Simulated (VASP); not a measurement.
A run of VASP 6.6.1 is set up as follows.

INCAR

```
  PREC = Accurate
  ENCUT = 520
  EDIFF = 1E-6
  ISMEAR = 0
  SIGMA = 0.05
  LREAL = F
  LASPH = T
  NELM = 60
  ALGO = Normal
  ISIF = 2
  LWAVE = F
  LCHARG = F
  GGA = CA
  NBANDS = 24
```

File KPOINTS:

```
regular mesh
0
Gamma
  9 9 8
```

The input POSCAR:

```
SrO
1.0
    0.0000000000     -2.4898975135     -2.4898975134
   -2.4898975135      0.0000000000     -2.4898975134
    2.4898975135      2.4898975135     -4.9797950270
Sr O
2 2
Direct
   -0.0016350892     -0.0016350892     -0.0016350892
    0.4983649108      0.4983649108      0.4983649108
    0.7589547170      0.7589547170      0.7589547170
    0.2589547170      0.2589547170      0.2589547170
```

Potentials or basis: VASP PAW LDA potentials, release 64 (Sr_sv, O).

Run with:

```console
$ cat potpaw_LDA.64/Sr_sv/POTCAR potpaw_LDA.64/O/POTCAR > POTCAR
$ mpirun -np 1 vasp_std > vasp.out
```

(1) What does it give for the largest force?

(2) What does it give for the band gap on the k mesh?

(3) What does it give for the pressure?

Answers

(1) 0.374 eV/Å.

(2) 3.09 eV.

(3) 7.4 GPa.

Caveat: the cell differs from its parent crystal (atoms displaced along a vibrational mode, the cell strained); the cell stands under pressure.
